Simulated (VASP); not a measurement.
# Ru (P6_3/mmc) in VASP: further runs, part 2 of 2

VASP 6.6.1.

**3. Relaxation of cell and atoms, PBE**

This run uses another cell than the first one, of 13.57 Å³/atom, 0.986 times its volume.

Contents of INCAR:

```
SYSTEM = Ru
PREC = Accurate ; ENCUT = 600
EDIFF = 1E-7 ; ISMEAR = 0
SIGMA = 0.05 ; LREAL = .False.
LASPH = .True. ; NELM = 80
ALGO = Fast ; ISIF = 3
LWAVE = .False. ; LCHARG = .False.
GGA = PE ; IBRION = 2
NSW = 80 ; EDIFFG = -0.01
```

Contents of KPOINTS:

```
Automatic mesh
0
Gamma
  18 18 10
  0 0 0
```

Contents of POSCAR:

```
Ru
1.0
    2.7058000000      0.0000000000      0.0000000000
   -1.3529000000      2.3432915376      0.0000000000
    0.0000000000      0.0000000000      4.2819000000
Ru
2
Direct
    0.3333333333      0.6666666667      0.2500000000
    0.6666666667      0.3333333333      0.7500000000
```

Potentials or basis: VASP PAW PBE potentials, release 64 (Ru_pv).

Launch:

```
cat potpaw_PBE.64/Ru_pv/POTCAR > POTCAR
mpirun -np 1 vasp_std > vasp.out
```

OUTCAR:

```text
SYSTEM = Ru
   PREC = Accurate
   ENCUT = 600
   EDIFF = 1E-7
   ISMEAR = 0
   LREAL = .False.
   LASPH = .True.
   NELM = 80
   ISIF = 3
   GGA = PE
   IBRION = 2
   NSW = 80
   EDIFFG = -0.01

 ion  position               nearest neighbor table
   1  0.333  0.667  0.250-   2 2.65   2 2.65   2 2.65   2 2.65   2 2.65   2 2.65
   2  0.667  0.333  0.750-   1 2.65   1 2.65   1 2.65   1 2.65   1 2.65   1 2.65

  LATTYP: Found a hexagonal cell.
 ALAT       =     2.7058000000
 C/A-ratio  =     1.5824894671

  Lattice vectors:

 A1 = (   2.7058000000,   0.0000000000,   0.0000000000)
 A2 = (  -1.3529000000,   2.3432915376,   0.0000000000)
 A3 = (   0.0000000000,   0.0000000000,   4.2819000000)

Analysis of symmetry for initial positions (statically):
=====================================================================
 Subroutine PRICEL returns:
 Original cell was already a primitive cell.

 Routine SETGRP: Setting up the symmetry group for a
 hexagonal supercell.

 Subroutine GETGRP returns: Found 24 space group operations
 (whereof 12 operations were pure point group operations)
 out of a pool of 24 trial point group operations.

The static configuration has the point symmetry D_3d.
 The point group associated with its full space group is D_6h.

Analysis of symmetry for dynamics (positions and initial velocities):
=====================================================================
 Subroutine PRICEL returns:
 Original cell was already a primitive cell.

 Routine SETGRP: Setting up the symmetry group for a
 hexagonal supercell.

 Subroutine GETGRP returns: Found 24 space group operations
 (whereof 12 operations were pure point group operations)
 out of a pool of 24 trial point group operations.

The dynamic configuration has the point symmetry D_3d.
 The point group associated with its full space group is D_6h.

 Subroutine INISYM returns: Found 24 space group operations
 (whereof 12 operations are pure point group operations),
 and found     1 'primitive' translations

----------------------------------------------------------------------------------------

                                     Primitive cell

  volume of cell :      27.1493

  direct lattice vectors                    reciprocal lattice vectors
     2.705800000  0.000000000  0.000000000     0.369576465  0.213375072  0.000000000
    -1.352900000  2.343291538  0.000000000     0.000000000  0.426750144  0.000000000
     0.000000000  0.000000000  4.281900000     0.000000000  0.000000000  0.233541185

  length of vectors
     2.705800000  2.705800000  4.281900000     0.426750144  0.426750144  0.233541185

  position of ions in fractional coordinates (direct lattice)
     0.333333333  0.666666667  0.250000000
     0.666666667  0.333333333  0.750000000

  ion indices of the primitive-cell ions
   primitive index   ion index
                 1           1
                 2           2

----------------------------------------------------------------------------------------

[... 26 lines left out ...]
  0.000000  0.000000  0.000000      1.000000
  0.055556 -0.000000  0.000000      6.000000
  0.111111 -0.000000  0.000000      6.000000
  0.166667  0.000000  0.000000      6.000000
  0.222222  0.000000  0.000000      6.000000
  0.277778  0.000000  0.000000      6.000000
[... 16 lines left out ...]
  0.333333  0.111111  0.000000     12.000000
  0.388889  0.111111  0.000000     12.000000
 [... further k-points ...]
   k-points           NKPTS =    222   k-points in BZ     NKDIM =    222   number of bands    NBANDS=     18
   number of dos      NEDOS =    301   number of ions     NIONS =      2
   total plane-waves  NPLWV =  20736
   dimension x,y,z NGX =    24 NGY =   24 NGZ =   36
   dimension x,y,z NGXF=    48 NGYF=   48 NGZF=   72
   ions per type =               2
   NGX,Y,Z   is equivalent  to a cutoff of  14.75, 14.75, 13.98 a.u.
   NGXF,Y,Z  is equivalent  to a cutoff of  29.49, 29.49, 27.95 a.u.
 SYSTEM =  Ru
   PREC   = accura    normal or accurate (medium, high low for compatibility)
   ISTART =      0    job   : 0-new  1-cont  2-samecut
   ICHARG =      2    charge: 1-file 2-atom 10-const
   ISPIN  =      1    spin polarized calculation?
   LNONCOLLINEAR =      F non collinear calculations
   LSORBIT =      F    spin-orbit coupling
   LASPH  =      T    aspherical Exc in radial PAW
   ENCUT  =  600.0 eV  44.10 Ry    6.64 a.u.   5.40  5.40  8.55*2*pi/ulx,y,z
   NELM   =     80;   NELMIN=  2; NELMDL= -5     # of ELM steps
   EDIFF  = 0.1E-06   stopping-criterion for ELM
   LREAL  =      F    real-space projection
   EDIFFG = -.1E-01   stopping-criterion for IOM
   NSW    =     80    number of steps for IOM
   IBRION =      2    ionic relax: 0-MD 1-quasi-New 2-CG
   NFREE  =      1    steps in history (QN), initial steepest desc. (CG)
   ISIF   =      3    stress and relaxation
   ISYM   =      2    0-nonsym 1-usesym 2-fastsym
   POTIM  = 0.5000    time-step for ionic-motion
   TEBEG  =    0.0;   TEEND  =   0.0 temperature during run
   PSTRESS=    0.0 pullay stress
   NELECT =      28.0000    total number of electrons
   NUPDOWN=      -1.0000    fix difference up-down
   EMIN   =  10.00;   EMAX   =-10.00  energy-range for DOS
   EFERMI =   0.00;   METHOD = LEGACY
   ISMEAR =     0;   SIGMA  =   0.05  broadening in eV -4-tet -1-fermi 0-gaus
   EFERMI_NEDOS =   21; number of points for ismear=-14 and -15
   IALGO  =     68    algorithm
   IMIX   =      4    mixing-type and parameters
     AMIX     =   0.40;   BMIX     =  1.00
     AMIX_MAG =   1.60;   BMIX_MAG =  1.00
  volume/ion in A,a.u.               =      13.57        91.61
  Fermi-wavevector in a.u.,A,eV,Ry     =   1.654022  3.125649 37.222674  2.735789
  Thomas-Fermi vector in A             =   2.742361
   LORBIT       =      0    0 simple, 1 ext, 2 COOP (PROOUT), +10 PAW based schemes
   GGA     = PE    functional components
   LHFCALC =     F    Hartree Fock is set to
   AEXX    =    0.0000 exact exchange contribution
   IVDW    =     0    specifies the selected vdW correction
   LEPSILON=     F    determine dielectric tensor
   LRPA    =     F    only Hartree local field effects (RPA)
 conjugate gradient relaxation of ions
 non-spin polarized calculation
 RMM-DIIS sequential band-by-band and
 Gauss-broadening in eV      SIGMA  =   0.05
  energy-cutoff  :      600.00
  volume of cell :       27.15
 maximum number of plane-waves:       935
 NGX is ok and might be reduce to    24
   NGX = 11   NGY = 11   NGZ = 17

--------------------------------------- Ionic step        1  -------------------------------------------

 number of electron      28.0000002 magnetization

 Free energy of the ion-electron system (eV)
  ---------------------------------------------------
  ext. energy  EPLUGINS =         0.00000000
  ---------------------------------------------------
  free energy    TOTEN  =       -18.46315809 eV

  energy without entropy =      -18.46063201  energy(sigma->0) =      -18.46189505

------------------------ aborting loop because EDIFF is reached ----------------------------------------

  FORCE on cell =-STRESS in cart. coord.  units (eV):
  Direction    XX          YY          ZZ          XY          YZ          ZX
  --------------------------------------------------------------------------------------
  -------------------------------------------------------------------------------------
  Total        0.7457225      0.7457225      0.7013096     -0.0000000     -0.0000000      0.0000000
  in kB       44.0077630     44.0077630     41.3867982     -0.0000000     -0.0000000      0.0000000
  external PRESSURE =      43.1341080 kB  Pullay stress =       0.0000000 kB
[... 167 lines left out ...]
--------------------------------------- Ionic step        6  -------------------------------------------

 number of electron      28.0000004 magnetization

 Free energy of the ion-electron system (eV)
  ---------------------------------------------------
  ext. energy  EPLUGINS =         0.00000000
  ---------------------------------------------------
  free energy    TOTEN  =       -18.46800386 eV

  energy without entropy =      -18.46536856  energy(sigma->0) =      -18.46668621

 E-fermi :  12.5917     XC(G=0): -14.0380

 val. band max:       12.5873877974   @ k =   0.1667   0.0000   0.4000
 cond. band min:      12.5945919478   @ k =   0.1667   0.1111   0.3000
 fundamental gap:      0.0072041504
 Fermi energy:        12.5917437574

 k-point     1 :       0.0000    0.0000    0.0000
  band No.  band energies     occupation
      1     -30.9966      2.00000
      2     -30.1022      2.00000
      3     -30.1022      2.00000
      4     -29.9378      2.00000
      5     -29.9378      2.00000
      6     -29.8986      2.00000
[... 481 lines left out ...]
      5     -30.1776      2.00000
      6     -30.1025      2.00000
[... 10 lines left out ...]
     17      16.2856      0.00000
     18      19.8966      0.00000

 [... further k-points ...]
[... 5 lines left out ...]
  --------------------------------------------------------------------------------------
  -------------------------------------------------------------------------------------
  Total        0.0056189      0.0056189      0.0038990     -0.0000000      0.0000000      0.0000000
  in kB        0.3272300      0.3272300      0.2270648     -0.0000000      0.0000000      0.0000000
  external PRESSURE =       0.2938416 kB  Pullay stress =       0.0000000 kB
[... 17 lines left out ...]
  FREE ENERGIE OF THE ION-ELECTRON SYSTEM (eV)
  ---------------------------------------------------
  free  energy   TOTEN  =       -18.4680038558 eV

  energy  without entropy=      -18.4653685632  energy(sigma->0) =      -18.46668621

 reached required accuracy - stopping structural energy minimisation
```

CONTCAR:

```text
Ru
   1.00000000000000
     2.7189175539021657    0.0000000000000000    0.0000000000000000
    -1.3594587769510829    2.3546516725153706   -0.0000000000000000
    -0.0000000000000000   -0.0000000000000000    4.2972364759835830
  Ru
     2
Direct
     0.3333333332999970    0.6666666667000030    0.2500000000000000
     0.6666666667000030    0.3333333332999970    0.7500000000000000

  0.00000000E+00  0.00000000E+00  0.00000000E+00
  0.00000000E+00  0.00000000E+00  0.00000000E+00
```

It took 2.7 min on 1 thread of Intel Xeon 6975P-C (Granite Rapids), shared host; peak memory 0.24 GiB.

What came out:

```yaml
Free_energy: -18.4680 eV
Relaxed_volume: 13.76 Å³/atom
Relaxed_cell: a = 2.719 Å, b = 2.719 Å, c = 4.297 Å, α = 90.00°, β = 90.00°, γ = 120.00°
Space_group_after_relaxing_to_0.05_Å: P6_3/mmc (No. 194)
Energy_gained_by_relaxing: 2.4 meV/atom
Ionic_steps: 6
Pressure_after_relaxing: 0.0 GPa
Band_gap_on_the_k_mesh: zero (band 14 reaches 14.06 eV, above the bottom of band 15 at 10.99 eV)
```

The path:
```
step  energy change (eV)  largest force (eV/Å)  pressure (GPa)  volume (Å³)
   1              0.0000                0.0000            4.31        27.15
   2              0.0349                0.0000          -11.13        28.61
   3             -0.0048                0.0000           -0.07        27.52
   4             -0.0048                0.0000            0.03        27.51
   5             -0.0048                0.0000            0.04        27.51
   6             -0.0048                0.0000            0.03        27.51
```

Final structure:
```yaml
crystal:
  lattice:
    - [2.71892, 0.00000, 0.00000]
    - [-1.35946, 2.35465, 0.00000]
    - [0.00000, 0.00000, 4.29724]
  atoms:
    - { symbol: Ru, position: [0.33333, 0.66667, 0.25000] }
    - { symbol: Ru, position: [0.66667, 0.33333, 0.75000] }
```
